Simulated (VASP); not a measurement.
# Si2Mo (I4/mmm) in VASP: settings compared

Aim: see how the results for Si2Mo move with the level of theory and the settings. Levels: r2SCAN, PBE, PBEsol, LDA. Tasks: single point, relaxation of cell and atoms.

All numbers are computed with VASP 6.6.1; they aren't measurements. Logs are shortened: lines on timing, memory, paths and dates and some standing lists are left out, and cuts for length are marked.

### Step 1. The cell of the first run

The structure is tetragonal, space group I4/mmm (No. 139). The conventional cell has a = 3.202 Å, b = 3.202 Å, c = 7.819 Å, α = 90.00°, β = 90.00°, γ = 90.00°. Si (site symmetry 4mm) has 9 Si at 2.57 to 3.20 Å and 5 Mo at 2.60 to 2.62 Å within 3.4 Å. Within 3.4 Å of Mo (site symmetry 4/mmm) lie 10 Si at 2.60 to 2.62 Å and 4 Mo at 3.20 Å.

### Step 2. Single point, r2SCAN

POSCAR

```
Si2Mo
1.0
   -1.6012334303      1.6012334303      3.9096811222
    1.6012334303     -1.6012334303      3.9096811222
    1.6012334303      1.6012334303     -3.9096811222
Si Mo
2 1
Direct
    0.3353545067      0.3353545067      0.0000000000
    0.6646454933      0.6646454933      0.0000000000
    0.0000000000      0.0000000000      0.0000000000
```

INCAR.step1

```
SYSTEM = Si2Mo
  ALGO = Normal
  EDIFF = 1E-4
  ENCUT = 520
  GGA = PE
  ISMEAR = -1
  LASPH = .True.
  LCHARG = .False.
  LREAL = .False.
  LWAVE = .True.
  NBANDS = 18
  NELM = 100
  PREC = Accurate
  SIGMA = 0.1
```

INCAR.step2

```
SYSTEM = Si2Mo
  ALGO = Normal
  EDIFF = 1E-6
  ENCUT = 520
  ISIF = 2
  ISMEAR = -1
  ISTART = 1
  LASPH = .True.
  LCHARG = .False.
  LMIXTAU = .True.
  LREAL = .False.
  LWAVE = .False.
  METAGGA = R2SCAN
  NBANDS = 18
  NELM = 100
  PREC = Accurate
  SIGMA = 0.1
```

KPOINTS

```
k-points
0
Gamma
  10 10 10
  0 0 0
```

Potentials or basis: VASP PAW PBE potentials, release 64 (Si, Mo_sv).

Launch:

```console
cat potpaw_PBE.64/Si/POTCAR potpaw_PBE.64/Mo_sv/POTCAR > POTCAR
cp INCAR.step1 INCAR
mpirun -np 1 vasp_std > vasp.out
cp INCAR.step2 INCAR
mpirun -np 1 vasp_std > vasp.out
```

OUTCAR:

```text
SYSTEM = Si2Mo
   EDIFF = 1E-6
   ENCUT = 520
   ISIF = 2
   ISMEAR = -1
   ISTART = 1
   LASPH = .True.
   LREAL = .False.
   METAGGA = R2SCAN
   NELM = 100
   PREC = Accurate

 ion  position               nearest neighbor table
   1  0.335  0.335  0.000-   2 2.57   3 2.60   3 2.60   3 2.60   3 2.60   3 2.62   2 2.63   2 2.63
                             2 2.63   2 2.63
   2  0.665  0.665  0.000-   1 2.57   3 2.60   3 2.60   3 2.60   3 2.60   3 2.62   1 2.63   1 2.63
                             1 2.63   1 2.63
   3  0.000  0.000  0.000-   2 2.60   2 2.60   1 2.60   2 2.60   1 2.60   1 2.60   2 2.60   1 2.60
                             1 2.62   2 2.62

  LATTYP: Found a body centered tetragonal cell.
 ALAT       =     3.2024668606
 C/A-ratio  =     2.4416684340

  Lattice vectors:

 A1 = (  -1.6012334303,   1.6012334303,   3.9096811222)
 A2 = (   1.6012334303,  -1.6012334303,   3.9096811222)
 A3 = (   1.6012334303,   1.6012334303,  -3.9096811222)

Analysis of symmetry for initial positions (statically):
=====================================================================
 Subroutine PRICEL returns:
 Original cell was already a primitive cell.

 Routine SETGRP: Setting up the symmetry group for a
 body centered tetragonal supercell.

 Subroutine GETGRP returns: Found 16 space group operations
 (whereof 16 operations were pure point group operations)
 out of a pool of 16 trial point group operations.

The static configuration has the point symmetry D_4h.

Analysis of symmetry for dynamics (positions and initial velocities):
=====================================================================
 Subroutine PRICEL returns:
 Original cell was already a primitive cell.

 Routine SETGRP: Setting up the symmetry group for a
 body centered tetragonal supercell.

 Subroutine GETGRP returns: Found 16 space group operations
 (whereof 16 operations were pure point group operations)
 out of a pool of 16 trial point group operations.

The dynamic configuration has the point symmetry D_4h.

 Subroutine INISYM returns: Found 16 space group operations
 (whereof 16 operations are pure point group operations),
 and found     1 'primitive' translations

----------------------------------------------------------------------------------------

                                     Primitive cell

  volume of cell :      40.0969

  direct lattice vectors                    reciprocal lattice vectors
    -1.601233430  1.601233430  3.909681122     0.000000000  0.312259281  0.127887668
     1.601233430 -1.601233430  3.909681122     0.312259281  0.000000000  0.127887668
     1.601233430  1.601233430 -3.909681122     0.312259281  0.312259281  0.000000000

  length of vectors
     4.518130529  4.518130529  4.518130529     0.337433126  0.337433126  0.441601310

  position of ions in fractional coordinates (direct lattice)
     0.335354507  0.335354507  0.000000000
     0.664645493  0.664645493  0.000000000
     0.000000000  0.000000000  0.000000000

  ion indices of the primitive-cell ions
   primitive index   ion index
                 1           1
                 2           2
                 3           3

----------------------------------------------------------------------------------------

 KPOINTS: k-points

Automatic generation of k-mesh.
 Grid dimensions read from file:
 generate k-points for:   10   10   10

 Generating k-lattice:

  Cartesian coordinates                     Fractional coordinates (reciprocal lattice)
     0.000000000  0.031225928  0.012788767     0.100000000 -0.000000000  0.000000000
     0.031225928  0.000000000  0.012788767    -0.000000000  0.100000000  0.000000000
     0.031225928  0.031225928  0.000000000     0.000000000  0.000000000  0.100000000

  Length of vectors
     0.033743313  0.033743313  0.044160131

  Shift w.r.t. Gamma in fractional coordinates (k-lattice)
     0.000000000  0.000000000  0.000000000

 Subroutine IBZKPT returns following result:
 ===========================================

 Found    102 irreducible k-points:

 Following reciprocal coordinates:
            Coordinates               Weight
  0.000000  0.000000  0.000000      1.000000
  0.100000  0.000000  0.000000      8.000000
  0.200000  0.000000  0.000000      8.000000
  0.300000  0.000000 -0.000000      8.000000
  0.400000  0.000000 -0.000000      8.000000
  0.500000  0.000000  0.000000      4.000000
[... 16 lines left out ...]
  0.300000  0.300000  0.000000      8.000000
  0.400000  0.300000  0.000000     16.000000
 [... further k-points ...]
   k-points           NKPTS =    102   k-points in BZ     NKDIM =    102   number of bands    NBANDS=     18
   number of dos      NEDOS =    301   number of ions     NIONS =      3
   total plane-waves  NPLWV =  46656
   dimension x,y,z NGX =    36 NGY =   36 NGZ =   36
   dimension x,y,z NGXF=    72 NGYF=   72 NGZF=   72
   ions per type =               2   1
   NGX,Y,Z   is equivalent  to a cutoff of  13.25, 13.25, 13.25 a.u.
   NGXF,Y,Z  is equivalent  to a cutoff of  26.49, 26.49, 26.49 a.u.
 SYSTEM =  Si2Mo
   PREC   = accura    normal or accurate (medium, high low for compatibility)
   ISTART =      1    job   : 0-new  1-cont  2-samecut
   ICHARG =      0    charge: 1-file 2-atom 10-const
   ISPIN  =      1    spin polarized calculation?
   LNONCOLLINEAR =      F non collinear calculations
   LSORBIT =      F    spin-orbit coupling
   LASPH  =      T    aspherical Exc in radial PAW
   ENCUT  =  520.0 eV  38.22 Ry    6.18 a.u.   8.40  8.40  8.40*2*pi/ulx,y,z
   NELM   =    100;   NELMIN=  2; NELMDL=  0     # of ELM steps
   EDIFF  = 0.1E-05   stopping-criterion for ELM
   LREAL  =      F    real-space projection
   EDIFFG = 0.1E-04   stopping-criterion for IOM
   NSW    =      0    number of steps for IOM
   IBRION =     -1    ionic relax: 0-MD 1-quasi-New 2-CG
   NFREE  =      0    steps in history (QN), initial steepest desc. (CG)
   ISIF   =      2    stress and relaxation
   ISYM   =      2    0-nonsym 1-usesym 2-fastsym
   POTIM  = 0.5000    time-step for ionic-motion
   TEBEG  =    0.0;   TEEND  =   0.0 temperature during run
   PSTRESS=    0.0 pullay stress
   NELECT =      22.0000    total number of electrons
   NUPDOWN=      -1.0000    fix difference up-down
   EMIN   =  10.00;   EMAX   =-10.00  energy-range for DOS
   EFERMI =   0.00;   METHOD = LEGACY
   ISMEAR =    -1;   SIGMA  =   0.10  broadening in eV -4-tet -1-fermi 0-gaus
   EFERMI_NEDOS =   21; number of points for ismear=-14 and -15
   IALGO  =     38    algorithm
   IMIX   =      4    mixing-type and parameters
     AMIX     =   0.40;   BMIX     =  1.00
     AMIX_MAG =   1.60;   BMIX_MAG =  1.00
  volume/ion in A,a.u.               =      13.37        90.20
  Fermi-wavevector in a.u.,A,eV,Ry     =   1.340229  2.532665 24.438954  1.796212
  Thomas-Fermi vector in A             =   2.468558
   LORBIT       =      0    0 simple, 1 ext, 2 COOP (PROOUT), +10 PAW based schemes
   METAGGA = R2SCAN    functional components
   LHFCALC =     F    Hartree Fock is set to
   AEXX    =    0.0000 exact exchange contribution
   IVDW    =     0    specifies the selected vdW correction
   LEPSILON=     F    determine dielectric tensor
   LRPA    =     F    only Hartree local field effects (RPA)
 non-spin polarized calculation
  energy-cutoff  :      520.00
  volume of cell :       40.10
 maximum number of plane-waves:      1104
 NGX is ok and might be reduce to    36
   NGX = 17   NGY = 17   NGZ = 17

 number of electron      22.0000000 magnetization

 Free energy of the ion-electron system (eV)
  ---------------------------------------------------
  ext. energy  EPLUGINS =         0.00000000
  ---------------------------------------------------
  free energy    TOTEN  =       -45.02014376 eV

  energy without entropy =      -45.01255806  energy(sigma->0) =      -45.01635091

 E-fermi :  12.2828     XC(G=0): -13.4027

 val. band max:       12.1783456968   @ k =  -0.4000   0.5000   0.4000
 cond. band min:      12.4221923512   @ k =   0.5000   0.5000   0.3000
 fundamental gap:      0.2438466545
 Fermi energy:        12.2827608339

 k-point     1 :       0.0000    0.0000    0.0000
  band No.  band energies     occupation
      1     -50.3196      2.00000
      2     -23.7615      2.00000
      3     -23.6722      2.00000
      4     -23.6722      2.00000
      5      -1.8974      2.00000
      6       5.5158      2.00000
[... 10 lines left out ...]
     17      17.7348      0.00000
     18      17.7348      0.00000

 k-point     2 :       0.1000    0.0000    0.0000
  band No.  band energies     occupation
      1     -50.3176      2.00000
      2     -23.7594      2.00000
      3     -23.6996      2.00000
      4     -23.6696      2.00000
      5      -1.7042      2.00000
      6       5.5281      2.00000
[... 10 lines left out ...]
     17      17.8932      0.00000
     18      18.8013      0.00000

 k-point     3 :       0.2000    0.0000    0.0000
  band No.  band energies     occupation
      1     -50.3124      2.00000
      2     -23.7710      2.00000
      3     -23.7538      2.00000
      4     -23.6628      2.00000
      5      -1.1391      2.00000
      6       5.4237      2.00000
[... 10 lines left out ...]
     17      18.9001      0.00000
     18      20.7815      0.00000

 k-point     4 :       0.3000    0.0000   -0.0000
  band No.  band energies     occupation
      1     -50.3059      2.00000
      2     -23.8575      2.00000
      3     -23.7473      2.00000
      4     -23.6544      2.00000
      5      -0.2444      2.00000
      6       4.7575      2.00000
[... 375 lines left out ...]
      4     -23.7422      2.00000
      5      -0.6380      2.00000
      6       6.3592      2.00000
[... 10 lines left out ...]
     17      19.3942      0.00000
     18      20.4253      0.00000

 k-point    23 :       0.3000    0.3000    0.0000
  band No.  band energies     occupation
      1     -50.2925      2.00000
      2     -23.8358      2.00000
      3     -23.8275      2.00000
      4     -23.7321      2.00000
      5       1.4710      2.00000
      6       4.0223      2.00000
[... 10 lines left out ...]
     17      19.6632      0.00000
     18      21.2950      0.00000

 k-point    24 :       0.4000    0.3000    0.0000
  band No.  band energies     occupation
      1     -50.2875      2.00000
      2     -23.8979      2.00000
      3     -23.8215      2.00000
      4     -23.7239      2.00000
      5       2.4049      2.00000
      6       3.5383      2.00000
[... 10 lines left out ...]
     17      19.5507      0.00000
     18      21.7869      0.00000

 [... further k-points ...]

------------------------ aborting loop because EDIFF is reached ----------------------------------------

  FORCE on cell =-STRESS in cart. coord.  units (eV):
  Direction    XX          YY          ZZ          XY          YZ          ZX
  --------------------------------------------------------------------------------------
  -------------------------------------------------------------------------------------
  Total        0.0806489      0.0806489      0.0680142      0.0000000     -0.0000000      0.0000000
  in kB        3.2225403      3.2225403      2.7176870      0.0000000     -0.0000000      0.0000000
  external PRESSURE =       3.0542558 kB  Pullay stress =       0.0000000 kB

 VOLUME and BASIS-vectors are now :
 -----------------------------------------------------------------------------
  energy-cutoff  :      520.00
  volume of cell :       40.10
      direct lattice vectors                 reciprocal lattice vectors
    -1.601233430  1.601233430  3.909681122     0.000000000  0.312259281  0.127887668
     1.601233430 -1.601233430  3.909681122     0.312259281  0.000000000  0.127887668
     1.601233430  1.601233430 -3.909681122     0.312259281  0.312259281  0.000000000

 POSITION                                       TOTAL-FORCE (eV/Angst)
 -----------------------------------------------------------------------------------
      0.00000      0.00000      2.62226         0.000000      0.000000     -0.006944
      0.00000      0.00000      5.19710        -0.000000     -0.000000      0.006944
      0.00000      0.00000      0.00000        -0.000000     -0.000000     -0.000000
 -----------------------------------------------------------------------------------
    total drift:                               -0.000000     -0.000000      0.000000

  FREE ENERGIE OF THE ION-ELECTRON SYSTEM (eV)
  ---------------------------------------------------
  free  energy   TOTEN  =       -45.0201437552 eV

  energy  without entropy=      -45.0125580578  energy(sigma->0) =      -45.01635091
```

It took 2.4 min on 1 thread of Intel Xeon 6975P-C (Granite Rapids), shared host; peak memory 0.25 GiB.

Results:

```yaml
Free_energy: -45.0201 eV
Pressure: 0.3 GPa
Largest_force: 0.007 eV/Å
Band_gap_on_the_k_mesh: zero (band 11 reaches 12.73 eV, above the bottom of band 12 at 11.73 eV)
```

Forces on the atoms (eV/Å):
```
Si   0.000  0.000 -0.007
Si   0.000  0.000  0.007
Mo   0.000  0.000  0.000
```

Levels at points of the mesh, in eV from the Fermi level:
```csv
k point,band 8,band 9,band 10,band 11,band 12,band 13,band 14,band 15
"(0.00, 0.00, 0.00)",-3.10,-2.80,-2.80,0.36,3.43,3.48,3.67,3.67
"(0.50, 0.00, 0.00)",-4.81,-2.78,-2.65,-0.55,2.53,3.28,4.48,4.49
"(0.50, 0.50, 0.00)",-5.35,-4.70,-3.24,-1.39,2.61,3.03,3.45,3.61
"(0.50, 0.50, 0.50)",-2.25,-0.60,-0.60,-0.56,-0.56,0.50,5.17,5.81
```

Caveat: the PAW data sets were made with another functional, which shifts forces and pressure a little.

[end of part 1 of 3]
